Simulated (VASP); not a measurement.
# SnO2 (Fm-3m) in VASP: further runs

Aim: see how the results for SnO2 move with the level of theory and the settings. Levels: r2SCAN, PBEsol. Tasks: single point.

Program: VASP 6.6.1. These are calculated values, not measurements. Logs are shortened: lines on timing, memory, paths and dates and some standing lists are left out, and cuts for length are marked.

## 1. The cell of the first run

The structure is cubic, space group Fm-3m (No. 225). The conventional cell has a = 5.249 Å, b = 5.249 Å, c = 5.249 Å, α = 90.00°, β = 90.00°, γ = 90.00°. Sn (site symmetry m-3m) has 8 O at 2.27 Å within 3.0 Å. Within 3.0 Å of O (site symmetry -43m) lie 4 Sn at 2.27 Å and 6 O at 2.62 Å.

## 2. Single point, r2SCAN

POSCAR

```
SnO2
1.0
    0.0000000000      2.6246363468      2.6246363468
    2.6246363468      0.0000000000      2.6246363468
    2.6246363468      2.6246363468      0.0000000000
Sn O
1 2
Direct
    0.0000000000      0.0000000000      0.0000000000
    0.7500000000      0.7500000000      0.7500000000
    0.2500000000      0.2500000000      0.2500000000
```

INCAR.step1

```
PREC = Accurate
ENCUT = 520
ISMEAR = -1
SIGMA = 0.05
LREAL = False
LASPH = True
NELM = 80
NBANDS = 20
GGA = PE
ALGO = Normal
EDIFF = 1E-4
LWAVE = True
LCHARG = False
```

INCAR.step2

```
PREC = Accurate
ENCUT = 520
EDIFF = 1E-7
ISMEAR = -1
SIGMA = 0.05
LREAL = False
LASPH = True
NELM = 80
ALGO = Normal
ISIF = 2
LWAVE = False
LCHARG = True
METAGGA = R2SCAN
LMIXTAU = True
LELF = True
LVHAR = True
NBANDS = 20
ISTART = 1
```

KPOINTS

```
regular mesh
0
Gamma
  9 9 9
```

Potentials or basis: VASP PAW PBE potentials, release 64 (Sn_d, O).

Command:

```
cat potpaw_PBE.64/Sn_d/POTCAR potpaw_PBE.64/O/POTCAR > POTCAR
cp INCAR.step1 INCAR
mpirun -np 1 vasp_std > vasp.out
cp INCAR.step2 INCAR
mpirun -np 1 vasp_std > vasp.out
```

OUTCAR:

```text
PREC = Accurate
   ENCUT = 520
   EDIFF = 1E-7
   ISMEAR = -1
   LREAL = False
   LASPH = True
   NELM = 80
   ISIF = 2
   METAGGA = R2SCAN
   ISTART = 1

 ion  position               nearest neighbor table
   1  0.000  0.000  0.000-   2 2.27   2 2.27   2 2.27   2 2.27   3 2.27   3 2.27   3 2.27   3 2.27

   2  0.750  0.750  0.750-   1 2.27   1 2.27   1 2.27   1 2.27
   3  0.250  0.250  0.250-   1 2.27   1 2.27   1 2.27   1 2.27

  LATTYP: Found a face centered cubic cell.
 ALAT       =     5.2492726936

  Lattice vectors:

 A1 = (   0.0000000000,   2.6246363468,   2.6246363468)
 A2 = (   2.6246363468,   0.0000000000,   2.6246363468)
 A3 = (   2.6246363468,   2.6246363468,   0.0000000000)

Analysis of symmetry for initial positions (statically):
=====================================================================
 Subroutine PRICEL returns:
 Original cell was already a primitive cell.

 Routine SETGRP: Setting up the symmetry group for a
 face centered cubic supercell.

 Subroutine GETGRP returns: Found 48 space group operations
 (whereof 48 operations were pure point group operations)
 out of a pool of 48 trial point group operations.

The static configuration has the point symmetry O_h .

Analysis of symmetry for dynamics (positions and initial velocities):
=====================================================================
 Subroutine PRICEL returns:
 Original cell was already a primitive cell.

 Routine SETGRP: Setting up the symmetry group for a
 face centered cubic supercell.

 Subroutine GETGRP returns: Found 48 space group operations
 (whereof 48 operations were pure point group operations)
 out of a pool of 48 trial point group operations.

The dynamic configuration has the point symmetry O_h .

 Subroutine INISYM returns: Found 48 space group operations
 (whereof 48 operations are pure point group operations),
 and found     1 'primitive' translations

----------------------------------------------------------------------------------------

                                     Primitive cell

  volume of cell :      36.1607

  direct lattice vectors                    reciprocal lattice vectors
     0.000000000  2.624636347  2.624636347    -0.190502582  0.190502582  0.190502582
     2.624636347  0.000000000  2.624636347     0.190502582 -0.190502582  0.190502582
     2.624636347  2.624636347  0.000000000     0.190502582  0.190502582 -0.190502582

  length of vectors
     3.711796318  3.711796318  3.711796318     0.329960150  0.329960150  0.329960150

  position of ions in fractional coordinates (direct lattice)
     0.000000000  0.000000000  0.000000000
     0.750000000  0.750000000  0.750000000
     0.250000000  0.250000000  0.250000000

  ion indices of the primitive-cell ions
   primitive index   ion index
                 1           1
                 2           2
                 3           3

----------------------------------------------------------------------------------------

 KPOINTS: regular mesh

Automatic generation of k-mesh.
 Grid dimensions read from file:
 generate k-points for:    9    9    9

 Generating k-lattice:

  Cartesian coordinates                     Fractional coordinates (reciprocal lattice)
    -0.021166954  0.021166954  0.021166954     0.111111111  0.000000000  0.000000000
     0.021166954 -0.021166954  0.021166954     0.000000000  0.111111111  0.000000000
     0.021166954  0.021166954 -0.021166954     0.000000000  0.000000000  0.111111111

  Length of vectors
     0.036662239  0.036662239  0.036662239

  Shift w.r.t. Gamma in fractional coordinates (k-lattice)
     0.000000000  0.000000000  0.000000000

 Subroutine IBZKPT returns following result:
 ===========================================

 Found     35 irreducible k-points:

 Following reciprocal coordinates:
            Coordinates               Weight
  0.000000  0.000000  0.000000      1.000000
  0.111111  0.000000  0.000000      8.000000
  0.222222  0.000000  0.000000      8.000000
  0.333333  0.000000  0.000000      8.000000
  0.444444  0.000000  0.000000      8.000000
  0.111111  0.111111  0.000000      6.000000
[... 16 lines left out ...]
 -0.333333  0.333333  0.000000     12.000000
  0.444444  0.444444  0.000000      6.000000
 [... further k-points ...]
   k-points           NKPTS =     35   k-points in BZ     NKDIM =     35   number of bands    NBANDS=     20
   number of dos      NEDOS =    301   number of ions     NIONS =      3
   total plane-waves  NPLWV =  21952
   dimension x,y,z NGX =    28 NGY =   28 NGZ =   28
   dimension x,y,z NGXF=    56 NGYF=   56 NGZF=   56
   ions per type =               1   2
   NGX,Y,Z   is equivalent  to a cutoff of  12.54, 12.54, 12.54 a.u.
   NGXF,Y,Z  is equivalent  to a cutoff of  25.08, 25.08, 25.08 a.u.
 SYSTEM =  unknown system
   PREC   = accura    normal or accurate (medium, high low for compatibility)
   ISTART =      1    job   : 0-new  1-cont  2-samecut
   ICHARG =      0    charge: 1-file 2-atom 10-const
   ISPIN  =      1    spin polarized calculation?
   LNONCOLLINEAR =      F non collinear calculations
   LSORBIT =      F    spin-orbit coupling
   LASPH  =      T    aspherical Exc in radial PAW
   ENCUT  =  520.0 eV  38.22 Ry    6.18 a.u.   6.90  6.90  6.90*2*pi/ulx,y,z
   NELM   =     80;   NELMIN=  2; NELMDL=  0     # of ELM steps
   EDIFF  = 0.1E-06   stopping-criterion for ELM
   LREAL  =      F    real-space projection
   EDIFFG = 0.1E-05   stopping-criterion for IOM
   NSW    =      0    number of steps for IOM
   IBRION =     -1    ionic relax: 0-MD 1-quasi-New 2-CG
   NFREE  =      0    steps in history (QN), initial steepest desc. (CG)
   ISIF   =      2    stress and relaxation
   ISYM   =      2    0-nonsym 1-usesym 2-fastsym
   POTIM  = 0.5000    time-step for ionic-motion
   TEBEG  =    0.0;   TEEND  =   0.0 temperature during run
   PSTRESS=    0.0 pullay stress
   NELECT =      26.0000    total number of electrons
   NUPDOWN=      -1.0000    fix difference up-down
   EMIN   =  10.00;   EMAX   =-10.00  energy-range for DOS
   EFERMI =   0.00;   METHOD = LEGACY
   ISMEAR =    -1;   SIGMA  =   0.05  broadening in eV -4-tet -1-fermi 0-gaus
   EFERMI_NEDOS =   21; number of points for ismear=-14 and -15
   IALGO  =     38    algorithm
   IMIX   =      4    mixing-type and parameters
     AMIX     =   0.40;   BMIX     =  1.00
     AMIX_MAG =   1.60;   BMIX_MAG =  1.00
  volume/ion in A,a.u.               =      12.05        81.34
  Fermi-wavevector in a.u.,A,eV,Ry     =   1.466629  2.771526 29.266123  2.150999
  Thomas-Fermi vector in A             =   2.582343
   LORBIT       =      0    0 simple, 1 ext, 2 COOP (PROOUT), +10 PAW based schemes
   METAGGA = R2SCAN    functional components
   LHFCALC =     F    Hartree Fock is set to
   AEXX    =    0.0000 exact exchange contribution
   IVDW    =     0    specifies the selected vdW correction
   LEPSILON=     F    determine dielectric tensor
   LRPA    =     F    only Hartree local field effects (RPA)
 non-spin polarized calculation
  energy-cutoff  :      520.00
  volume of cell :       36.16
 maximum number of plane-waves:       984
   NGX = 13   NGY = 13   NGZ = 13

 number of electron      26.0000016 magnetization

 Free energy of the ion-electron system (eV)
  ---------------------------------------------------
  ext. energy  EPLUGINS =         0.00000000
  ---------------------------------------------------
  free energy    TOTEN  =       -41.27935967 eV

  energy without entropy =      -41.27857184  energy(sigma->0) =      -41.27896575

 E-fermi :   6.3764     XC(G=0): -12.1458

 val. band max:        6.1697937709   @ k =  -0.4444   0.4444   0.0000
 cond. band min:       7.2817043640   @ k =   0.1111   0.0000   0.0000
 fundamental gap:      1.1119105932
 Fermi energy:         6.3764108722

 k-point     1 :       0.0000    0.0000    0.0000
  band No.  band energies     occupation
      1     -14.9802      2.00000
      2     -14.9802      2.00000
      3     -14.9802      2.00000
      4     -14.8684      2.00000
      5     -14.8684      2.00000
      6     -13.5365      2.00000
[... 12 lines left out ...]
     19      21.9119      0.00000
     20      21.9119      0.00000

 k-point     2 :       0.1111    0.0000    0.0000
  band No.  band energies     occupation
      1     -15.0185      2.00000
      2     -14.9736      2.00000
      3     -14.9736      2.00000
      4     -14.8686      2.00000
      5     -14.8686      2.00000
      6     -13.4296      2.00000
[... 12 lines left out ...]
     19      21.9170      0.00000
     20      21.9170      0.00000

 k-point     3 :       0.2222    0.0000    0.0000
  band No.  band energies     occupation
      1     -15.1239      2.00000
      2     -14.9595      2.00000
      3     -14.9595      2.00000
      4     -14.8665      2.00000
      5     -14.8664      2.00000
      6     -13.0980      2.00000
[... 12 lines left out ...]
     19      21.9306      0.00000
     20      21.9306      0.00000

 k-point     4 :       0.3333    0.0000    0.0000
  band No.  band energies     occupation
      1     -15.2494      2.00000
      2     -14.9493      2.00000
      3     -14.9492      2.00000
      4     -14.8580      2.00000
      5     -14.8579      2.00000
      6     -12.5670      2.00000
[... 12 lines left out ...]
     19      21.9044      0.00000
     20      22.1082      0.00000

 k-point     5 :       0.4444    0.0000    0.0000
  band No.  band energies     occupation
      1     -15.3314      2.00000
      2     -14.9462      2.00000
      3     -14.9461      2.00000
      4     -14.8488      2.00000
      5     -14.8487      2.00000
      6     -11.9644      2.00000
[... 12 lines left out ...]
     19      21.8029      0.00000
     20      21.8030      0.00000

 k-point     6 :       0.1111    0.1111    0.0000
  band No.  band energies     occupation
      1     -15.0357      2.00000
      2     -14.9676      2.00000
      3     -14.9676      2.00000
      4     -14.8732      2.00000
      5     -14.8649      2.00000
      6     -13.3999      2.00000
[... 12 lines left out ...]
     19      21.8679      0.00000
     20      22.0815      0.00000

 k-point     7 :       0.2222    0.1111    0.0000
  band No.  band energies     occupation
      1     -15.1087      2.00000
      2     -14.9645      2.00000
      3     -14.9528      2.00000
      4     -14.8768      2.00000
      5     -14.8608      2.00000
      6     -13.1540      2.00000
[... 12 lines left out ...]
     19      22.2381      0.00000
     20      22.6368      0.00000
[... 277 lines left out ...]
 k-point    20 :       0.3333    0.3333    0.0000
  band No.  band energies     occupation
      1     -15.3216      2.00000
      2     -14.9018      2.00000
      3     -14.8975      2.00000
      4     -14.8975      2.00000
      5     -14.8458      2.00000
      6     -12.5443      2.00000
[... 12 lines left out ...]
     19      23.3538      0.00000
     20      25.3795      0.00000

 k-point    21 :       0.4444    0.3333    0.0000
  band No.  band energies     occupation
      1     -15.3594      2.00000
      2     -14.9231      2.00000
      3     -14.9044      2.00000
      4     -14.8867      2.00000
      5     -14.8425      2.00000
      6     -12.2255      2.00000
[... 12 lines left out ...]
     19      23.7107      0.00000
     20      24.8637      0.00000

 k-point    22 :      -0.4444    0.3333    0.0000
  band No.  band energies     occupation
      1     -15.3310      2.00000
      2     -15.0121      2.00000
      3     -14.8996      2.00000
      4     -14.8857      2.00000
      5     -14.8478      2.00000
      6     -11.7934      2.00000
[... 12 lines left out ...]
     19      23.3809      0.00000
     20      25.1082      0.00000

 k-point    23 :      -0.3333    0.3333    0.0000
  band No.  band energies     occupation
      1     -15.2432      2.00000
      2     -15.1149      2.00000
      3     -14.8941      2.00000
      4     -14.8879      2.00000
      5     -14.8601      2.00000
      6     -11.3639      2.00000
[... 12 lines left out ...]
     19      22.4672      0.00000
     20      25.6355      0.00000

 k-point    24 :       0.4444    0.4444    0.0000
  band No.  band energies     occupation
      1     -15.4159      2.00000
      2     -14.9125      2.00000
      3     -14.8724      2.00000
      4     -14.8723      2.00000
      5     -14.8392      2.00000
      6     -12.1835      2.00000
[... 12 lines left out ...]
     19      24.1263      0.00000
     20      24.1338      0.00000

 [... further k-points ...]

------------------------ aborting loop because EDIFF is reached ----------------------------------------

  FORCE on cell =-STRESS in cart. coord.  units (eV):
  Direction    XX          YY          ZZ          XY          YZ          ZX
  --------------------------------------------------------------------------------------
  -------------------------------------------------------------------------------------
  Total       -3.9957276     -3.9957276     -3.9957276      0.0000000      0.0000000     -0.0000000
  in kB     -177.0390387   -177.0390387   -177.0390387      0.0000000      0.0000000     -0.0000000
  external PRESSURE =    -177.0390387 kB  Pullay stress =       0.0000000 kB

 VOLUME and BASIS-vectors are now :
 -----------------------------------------------------------------------------
  energy-cutoff  :      520.00
  volume of cell :       36.16
      direct lattice vectors                 reciprocal lattice vectors
     0.000000000  2.624636347  2.624636347    -0.190502582  0.190502582  0.190502582
     2.624636347  0.000000000  2.624636347     0.190502582 -0.190502582  0.190502582
     2.624636347  2.624636347  0.000000000     0.190502582  0.190502582 -0.190502582

 POSITION                                       TOTAL-FORCE (eV/Angst)
 -----------------------------------------------------------------------------------
      0.00000      0.00000      0.00000         0.000000     -0.000000     -0.000000
      3.93695      3.93695      3.93695        -0.000000     -0.000000     -0.000000
      1.31232      1.31232      1.31232         0.000000      0.000000      0.000000
 -----------------------------------------------------------------------------------
    total drift:                               -0.000000      0.000000      0.000000

  FREE ENERGIE OF THE ION-ELECTRON SYSTEM (eV)
  ---------------------------------------------------
  free  energy   TOTEN  =       -41.2793596662 eV

  energy  without entropy=      -41.2785718409  energy(sigma->0) =      -41.27896575
```

It took 69 s on 1 thread of Intel Xeon 6975P-C, shared host; peak memory 0.18 GiB.

What came out:

```yaml
Free_energy: -41.2794 eV
Pressure: -17.7 GPa
Band_gap_on_the_k_mesh: zero (band 13 reaches 6.17 eV, above the bottom of band 14 at 6.03 eV)
```

Levels at points of the mesh, in eV from the Fermi level:
| k point | band 9 | band 10 | band 11 | band 12 | band 13 | band 14 | band 15 | band 16 | band 17 | band 18 |
| --- | --- | --- | --- | --- | --- | --- | --- | --- | --- | --- |
| (0.00, 0.00, 0.00) | -2.85 | -2.85 | -1.38 | -1.38 | -1.38 | -0.35 | 7.34 | 7.34 | 7.34 | 13.01 |

Caveat: the PAW data sets were made with another functional, which shifts forces and pressure a little; spin-orbit coupling is left out, which moves the levels of the heavy elements.

[end of part 1 of 2]
